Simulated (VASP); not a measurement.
# HfB (Fm-3m) in VASP: notebook

The runs below take HfB through single point, with r2SCAN+U.

All numbers are computed with VASP 6.6.1; they aren't measurements. Logs are shortened: lines on timing, memory, paths and dates and some standing lists are left out, and cuts for length are marked.

## (1) The cell of the first run

Symmetry: Fm-3m, No. 225, cubic system. The conventional cell has a = 4.855 Å, b = 4.855 Å, c = 4.855 Å, α = 90.00°, β = 90.00°, γ = 90.00°. Hf (site symmetry m-3m) has 6 B at 2.43 Å within 3.2 Å. Within 3.2 Å of B (site symmetry m-3m) lie 6 Hf at 2.43 Å.

## (2) Single point, r2SCAN+U

File POSCAR:

```
HfB
1.0
    0.0000000000      2.4272975860      2.4272975860
    2.4272975860      0.0000000000      2.4272975860
    2.4272975860      2.4272975860      0.0000000000
Hf B
1 1
Direct
    0.5000000000      0.5000000000      0.5000000000
    0.0000000000      0.0000000000      0.0000000000
```

File INCAR.step1:

```
PREC = Accurate ; ENCUT = 520
ISMEAR = -1 ; SIGMA = 0.05
LREAL = F ; LASPH = T
NELM = 150 ; LMAXMIX = 4
LDAU = T ; LDAUTYPE = 2
LDAUL = 2 -1 ; LDAUU = 2 0
LDAUJ = 0 0 ; NBANDS = 14
GGA = PE ; ALGO = Normal
EDIFF = 1E-4 ; LWAVE = T
LCHARG = F
```

File INCAR.step2:

```
PREC = Accurate ; ENCUT = 520
EDIFF = 1E-6 ; ISMEAR = -1
SIGMA = 0.05 ; LREAL = F
LASPH = T ; NELM = 150
ALGO = Normal ; ISIF = 2
LWAVE = F ; LCHARG = T
LMAXMIX = 4 ; LDAU = T
LDAUTYPE = 2 ; LDAUL = 2 -1
LDAUU = 2 0 ; LDAUJ = 0 0
LDAUPRINT = 1 ; METAGGA = R2SCAN
LMIXTAU = T ; LELF = T
LVHAR = T ; NBANDS = 14
ISTART = 1
```

File KPOINTS:

```
regular mesh
0
Gamma
  10 10 10
```

Potentials or basis: VASP PAW PBE potentials, release 64 (Hf_pv, B).

Command:

```console
$ cat potpaw_PBE.64/Hf_pv/POTCAR potpaw_PBE.64/B/POTCAR > POTCAR
$ cp INCAR.step1 INCAR
$ mpirun -np 1 vasp_std > vasp.out
$ cp INCAR.step2 INCAR
$ mpirun -np 1 vasp_std > vasp.out
```

OUTCAR:

```text
PREC = Accurate
   ENCUT = 520
   EDIFF = 1E-6
   ISMEAR = -1
   LREAL = F
   LASPH = T
   NELM = 150
   ISIF = 2
   METAGGA = R2SCAN
   ISTART = 1

 ion  position               nearest neighbor table
   1  0.500  0.500  0.500-   2 2.43   2 2.43   2 2.43   2 2.43   2 2.43   2 2.43
   2  0.000  0.000  0.000-   1 2.43   1 2.43   1 2.43   1 2.43   1 2.43   1 2.43

  LATTYP: Found a face centered cubic cell.
 ALAT       =     4.8545951720

  Lattice vectors:

 A1 = (   0.0000000000,   2.4272975860,   2.4272975860)
 A2 = (   2.4272975860,   0.0000000000,   2.4272975860)
 A3 = (   2.4272975860,   2.4272975860,   0.0000000000)

Analysis of symmetry for initial positions (statically):
=====================================================================
 Subroutine PRICEL returns:
 Original cell was already a primitive cell.

 Routine SETGRP: Setting up the symmetry group for a
 face centered cubic supercell.

 Subroutine GETGRP returns: Found 48 space group operations
 (whereof 48 operations were pure point group operations)
 out of a pool of 48 trial point group operations.

The static configuration has the point symmetry O_h .

Analysis of symmetry for dynamics (positions and initial velocities):
=====================================================================
 Subroutine PRICEL returns:
 Original cell was already a primitive cell.

 Routine SETGRP: Setting up the symmetry group for a
 face centered cubic supercell.

 Subroutine GETGRP returns: Found 48 space group operations
 (whereof 48 operations were pure point group operations)
 out of a pool of 48 trial point group operations.

The dynamic configuration has the point symmetry O_h .

 Subroutine INISYM returns: Found 48 space group operations
 (whereof 48 operations are pure point group operations),
 and found     1 'primitive' translations

----------------------------------------------------------------------------------------

                                     Primitive cell

  volume of cell :      28.6022

  direct lattice vectors                    reciprocal lattice vectors
     0.000000000  2.427297586  2.427297586    -0.205990400  0.205990400  0.205990400
     2.427297586  0.000000000  2.427297586     0.205990400 -0.205990400  0.205990400
     2.427297586  2.427297586  0.000000000     0.205990400  0.205990400 -0.205990400

  length of vectors
     3.432717166  3.432717166  3.432717166     0.356785838  0.356785838  0.356785838

  position of ions in fractional coordinates (direct lattice)
     0.500000000  0.500000000  0.500000000
     0.000000000  0.000000000  0.000000000

  ion indices of the primitive-cell ions
   primitive index   ion index
                 1           1
                 2           2

----------------------------------------------------------------------------------------

 KPOINTS: regular mesh

Automatic generation of k-mesh.
 Grid dimensions read from file:
 generate k-points for:   10   10   10

 Generating k-lattice:

  Cartesian coordinates                     Fractional coordinates (reciprocal lattice)
    -0.020599040  0.020599040  0.020599040     0.100000000  0.000000000  0.000000000
     0.020599040 -0.020599040  0.020599040     0.000000000  0.100000000  0.000000000
     0.020599040  0.020599040 -0.020599040     0.000000000  0.000000000  0.100000000

  Length of vectors
     0.035678584  0.035678584  0.035678584

  Shift w.r.t. Gamma in fractional coordinates (k-lattice)
     0.000000000  0.000000000  0.000000000

 Subroutine IBZKPT returns following result:
 ===========================================

 Found     47 irreducible k-points:

 Following reciprocal coordinates:
[... 37 lines left out ...]
   ICHARG =      0    charge: 1-file 2-atom 10-const
   ISPIN  =      1    spin polarized calculation?
   LNONCOLLINEAR =      F non collinear calculations
   LSORBIT =      F    spin-orbit coupling
   LASPH  =      T    aspherical Exc in radial PAW
   ENCUT  =  520.0 eV  38.22 Ry    6.18 a.u.   6.38  6.38  6.38*2*pi/ulx,y,z
   NELM   =    150;   NELMIN=  2; NELMDL=  0     # of ELM steps
   EDIFF  = 0.1E-05   stopping-criterion for ELM
   LREAL  =      F    real-space projection
   EDIFFG = 0.1E-04   stopping-criterion for IOM
   NSW    =      0    number of steps for IOM
   IBRION =     -1    ionic relax: 0-MD 1-quasi-New 2-CG
   NFREE  =      0    steps in history (QN), initial steepest desc. (CG)
   ISIF   =      2    stress and relaxation
   ISYM   =      2    0-nonsym 1-usesym 2-fastsym
   POTIM  = 0.5000    time-step for ionic-motion
   TEBEG  =    0.0;   TEEND  =   0.0 temperature during run
   PSTRESS=    0.0 pullay stress
   NELECT =      13.0000    total number of electrons
   NUPDOWN=      -1.0000    fix difference up-down
   EMIN   =  10.00;   EMAX   =-10.00  energy-range for DOS
   EFERMI =   0.00;   METHOD = LEGACY
   ISMEAR =    -1;   SIGMA  =   0.05  broadening in eV -4-tet -1-fermi 0-gaus
   EFERMI_NEDOS =   21; number of points for ismear=-14 and -15
   IALGO  =     38    algorithm
   IMIX   =      4    mixing-type and parameters
     AMIX     =   0.40;   BMIX     =  1.00
     AMIX_MAG =   1.60;   BMIX_MAG =  1.00
  volume/ion in A,a.u.               =      14.30        96.51
  Fermi-wavevector in a.u.,A,eV,Ry     =   1.258702  2.378602 21.556129  1.584331
  Thomas-Fermi vector in A             =   2.392298
   LORBIT       =      0    0 simple, 1 ext, 2 COOP (PROOUT), +10 PAW based schemes
 LDA+U is selected, type is set to LDAUTYPE =  2
   angular momentum for each species LDAUL =     2   -1
   U (eV)           for each species LDAUU =   2.0  0.0
   J (eV)           for each species LDAUJ =   0.0  0.0
   METAGGA = R2SCAN    functional components
   LHFCALC =     F    Hartree Fock is set to
   AEXX    =    0.0000 exact exchange contribution
   IVDW    =     0    specifies the selected vdW correction
   LEPSILON=     F    determine dielectric tensor
   LRPA    =     F    only Hartree local field effects (RPA)
 non-spin polarized calculation
  energy-cutoff  :      520.00
  volume of cell :       28.60
 maximum number of plane-waves:       785
 NGX is ok and might be reduce to    28
   NGX = 13   NGY = 13   NGZ = 13

atom =   1  type =  1  l = 2

 onsite density matrix

spin component  1

  0.1026 -0.0000 -0.0000 -0.0000 -0.0000
 -0.0000  0.1026  0.0000 -0.0000 -0.0000
 -0.0000  0.0000  0.2385  0.0000  0.0000
 -0.0000 -0.0000  0.0000  0.1026 -0.0000
 -0.0000 -0.0000  0.0000 -0.0000  0.2385

spin component  2

  0.1026 -0.0000 -0.0000 -0.0000 -0.0000
 -0.0000  0.1026  0.0000 -0.0000 -0.0000
 -0.0000  0.0000  0.2385  0.0000  0.0000
 -0.0000 -0.0000  0.0000  0.1026 -0.0000
 -0.0000 -0.0000  0.0000 -0.0000  0.2385

 occupancies and eigenvectors

  o =  0.1026  v =  0.0000  0.9277 -0.0000  0.3733 -0.0000  0.0000  0.0000  0.0000  0.0000  0.0000      0.0000  0.0000  0.0000  0.0000  0.0000  0.0000  0.0000  0.0000  0.0000  0.0000
  o =  0.1026  v =  0.0000  0.0000  0.0000  0.0000  0.0000  0.0000  0.9277 -0.0000  0.3733 -0.0000      0.0000  0.0000  0.0000  0.0000  0.0000  0.0000  0.0000  0.0000  0.0000  0.0000
  o =  0.1026  v =  0.0000 -0.3733 -0.0000  0.9277  0.0000  0.0000  0.0000  0.0000  0.0000  0.0000      0.0000  0.0000  0.0000  0.0000  0.0000  0.0000  0.0000  0.0000  0.0000  0.0000
  o =  0.1026  v =  0.0000  0.0000  0.0000  0.0000  0.0000  0.0000 -0.3733 -0.0000  0.9277  0.0000      0.0000  0.0000  0.0000  0.0000  0.0000  0.0000  0.0000  0.0000  0.0000  0.0000
  o =  0.1026  v =  0.0000  0.0000  0.0000  0.0000  0.0000  1.0000  0.0000  0.0000  0.0000  0.0000      0.0000  0.0000  0.0000  0.0000  0.0000  0.0000  0.0000  0.0000  0.0000  0.0000
  o =  0.1026  v =  1.0000  0.0000  0.0000  0.0000  0.0000  0.0000  0.0000  0.0000  0.0000  0.0000      0.0000  0.0000  0.0000  0.0000  0.0000  0.0000  0.0000  0.0000  0.0000  0.0000
  o =  0.2385  v =  0.0000  0.0000  0.0000  0.0000  0.0000  0.0000 -0.0000  0.9998  0.0000 -0.0211      0.0000  0.0000  0.0000  0.0000  0.0000  0.0000  0.0000  0.0000  0.0000  0.0000
  o =  0.2385  v =  0.0000 -0.0000  0.9998  0.0000 -0.0211  0.0000  0.0000  0.0000  0.0000  0.0000      0.0000  0.0000  0.0000  0.0000  0.0000  0.0000  0.0000  0.0000  0.0000  0.0000
  o =  0.2385  v =  0.0000  0.0000 -0.0211  0.0000 -0.9998  0.0000  0.0000  0.0000  0.0000  0.0000      0.0000  0.0000  0.0000  0.0000  0.0000  0.0000  0.0000  0.0000  0.0000  0.0000
  o =  0.2385  v =  0.0000  0.0000  0.0000  0.0000  0.0000  0.0000  0.0000 -0.0211  0.0000 -0.9998      0.0000  0.0000  0.0000  0.0000  0.0000  0.0000  0.0000  0.0000  0.0000  0.0000

 number of electron      13.0000001 magnetization

 Free energy of the ion-electron system (eV)
  ---------------------------------------------------
  ext. energy  EPLUGINS =         0.00000000
  ---------------------------------------------------
  free energy    TOTEN  =       -52.12740124 eV

  energy without entropy =      -52.11937737  energy(sigma->0) =      -52.12338931

 E-fermi :   4.3693     XC(G=0): -12.4393

 val. band max:        4.3311020735   @ k =  -0.2000   0.1000   0.0000
 cond. band min:       4.4521548118   @ k =   0.3000   0.2000   0.0000
 fundamental gap:      0.1210527383
 Fermi energy:         4.3693347222

 k-point     1 :       0.0000    0.0000    0.0000
  band No.  band energies     occupation
      1     -26.2789      2.00000
      2     -26.2789      2.00000
      3     -26.2789      2.00000
      4      -5.4751      2.00000
      5       6.9177      0.00000
      6       6.9177      0.00000
      7       6.9177      0.00000
      8       7.9963      0.00000
      9       7.9963      0.00000
     10       7.9963      0.00000
     11       8.2817      0.00000
     12       8.2817      0.00000
     13      15.8084      0.00000
     14      15.8194      0.00000
[... 377 lines left out ...]
      1     -26.5927      2.00000
      2     -26.4073      2.00000
      3     -26.3945      2.00000
      4      -2.6642      2.00000
      5       1.9979      2.00000
      6       3.9369      1.99965
      7       5.4736      0.00000
      8       6.3189      0.00000
      9      10.1261      0.00000
     10      11.8453      0.00000
     11      12.0657      0.00000
     12      15.2541      0.00000
     13      15.6284      0.00000
     14      17.1574      0.00000

 [... further k-points ...]
[... 5 lines left out ...]
  --------------------------------------------------------------------------------------
  -------------------------------------------------------------------------------------
  Total        0.3962868      0.3962868      0.3962868      0.0000000      0.0000000      0.0000000
  in kB       22.1983717     22.1983717     22.1983717      0.0000000      0.0000000      0.0000000
  external PRESSURE =      22.1983717 kB  Pullay stress =       0.0000000 kB

 VOLUME and BASIS-vectors are now :
 -----------------------------------------------------------------------------
  energy-cutoff  :      520.00
  volume of cell :       28.60
      direct lattice vectors                 reciprocal lattice vectors
     0.000000000  2.427297586  2.427297586    -0.205990400  0.205990400  0.205990400
     2.427297586  0.000000000  2.427297586     0.205990400 -0.205990400  0.205990400
     2.427297586  2.427297586  0.000000000     0.205990400  0.205990400 -0.205990400

 POSITION                                       TOTAL-FORCE (eV/Angst)
 -----------------------------------------------------------------------------------
      2.42730      2.42730      2.42730        -0.000000     -0.000000     -0.000000
      0.00000      0.00000      0.00000         0.000000      0.000000      0.000000
 -----------------------------------------------------------------------------------
    total drift:                                0.000000      0.000000      0.000000

  FREE ENERGIE OF THE ION-ELECTRON SYSTEM (eV)
  ---------------------------------------------------
  free  energy   TOTEN  =       -52.1274012421 eV

  energy  without entropy=      -52.1193773712  energy(sigma->0) =      -52.12338931
```

It took 2 min on 1 thread of Intel Xeon Platinum 8488C (Sapphire Rapids), shared host; peak memory 0.17 GiB.

Results:

```
Free energy : -52.1274 eV
Pressure    : 2.2 GPa
```

Eigenvalues of the final occupation matrices:
| site | spin | trace | eigenvalues |
| --- | --- | --- | --- |
| site 1 d | 1 | 0.78 | 0.10 0.10 0.10 0.24 0.24 |
| site 1 d | 2 | 0.78 | 0.10 0.10 0.10 0.24 0.24 |

Caveat: the PAW data sets were made with another functional, which shifts forces and pressure a little; spin-orbit coupling is left out, which moves the levels of the heavy elements; U without spin polarisation on a metal has little footing; the U is typed as a test and isn't derived for this compound.

## (3) Single point, r2SCAN+U

This run uses another cell than the first one, of 14.45 Å³/atom, 1.010 times its volume.

File POSCAR:

```
HfB
1.0
    0.0000000000      2.4357340833      2.4357340833
    2.4357340833      0.0000000000      2.4357340833
    2.4357340833      2.4357340833      0.0000000000
Hf B
1 1
Direct
    0.5000000000      0.5000000000      0.5000000000
    0.0000000000      0.0000000000      0.0000000000
```

File INCAR.step1:

```
PREC = Accurate
ENCUT = 520
ISMEAR = -1
SIGMA = 0.05
LREAL = False
LASPH = True
NELM = 150
LMAXMIX = 4
LDAU = True
LDAUTYPE = 2
LDAUL = 2 -1
LDAUU = 3 0
LDAUJ = 0 0
NBANDS = 14
GGA = PE
ALGO = Normal
EDIFF = 1E-4
LWAVE = True
LCHARG = False
```

File INCAR.step2:

```
PREC = Accurate
ENCUT = 520
EDIFF = 1E-6
ISMEAR = -1
SIGMA = 0.05
LREAL = False
LASPH = True
NELM = 150
ALGO = Normal
ISIF = 2
LWAVE = False
LCHARG = False
LMAXMIX = 4
LDAU = True
LDAUTYPE = 2
LDAUL = 2 -1
LDAUU = 3 0
LDAUJ = 0 0
LDAUPRINT = 1
METAGGA = R2SCAN
LMIXTAU = True
NBANDS = 14
ISTART = 1
```

File KPOINTS:

```
Automatic mesh
0
Gamma
  10 10 10
```

Potentials or basis: VASP PAW PBE potentials, release 64 (Hf_pv, B).

Command:

```console
$ cat potpaw_PBE.64/Hf_pv/POTCAR potpaw_PBE.64/B/POTCAR > POTCAR
$ cp INCAR.step1 INCAR
$ mpirun -np 1 vasp_std > vasp.out
$ cp INCAR.step2 INCAR
$ mpirun -np 1 vasp_std > vasp.out
```

It took 2 min on 1 thread of Intel Xeon Platinum 8488C (Sapphire Rapids), shared host; peak memory 0.17 GiB.

It converged, with:

```yaml
Free_energy: -51.5026 eV
Pressure: 3.0 GPa
```

Levels at points of the mesh, in eV from the Fermi level:
```csv
k point,band 3,band 4,band 5,band 6,band 7,band 8,band 9,band 10,band 11,band 12
"(0.00, 0.00, 0.00)",-30.93,-9.91,2.66,2.66,2.66,3.53,3.53,3.53,3.92,3.92
"(0.50, 0.00, 0.00)",-30.98,-5.27,-4.88,-1.12,-1.12,6.37,6.37,7.07,7.62,12.46
"(0.50, 0.50, 0.00)",-31.08,-6.87,-1.81,-0.41,1.69,1.69,5.60,7.58,7.58,7.76
```

Eigenvalues of the final occupation matrices:
```tsv
site	spin	trace	eigenvalues
site 1 d	1	0.76	0.10 0.10 0.10 0.23 0.23
site 1 d	2	0.76	0.10 0.10 0.10 0.23 0.23
```

Caveat: the PAW data sets were made with another functional, which shifts forces and pressure a little; spin-orbit coupling is left out, which moves the levels of the heavy elements; U without spin polarisation on a metal has little footing; the U is typed as a test and isn't derived for this compound.

(Part 1 of 2 ends here.)
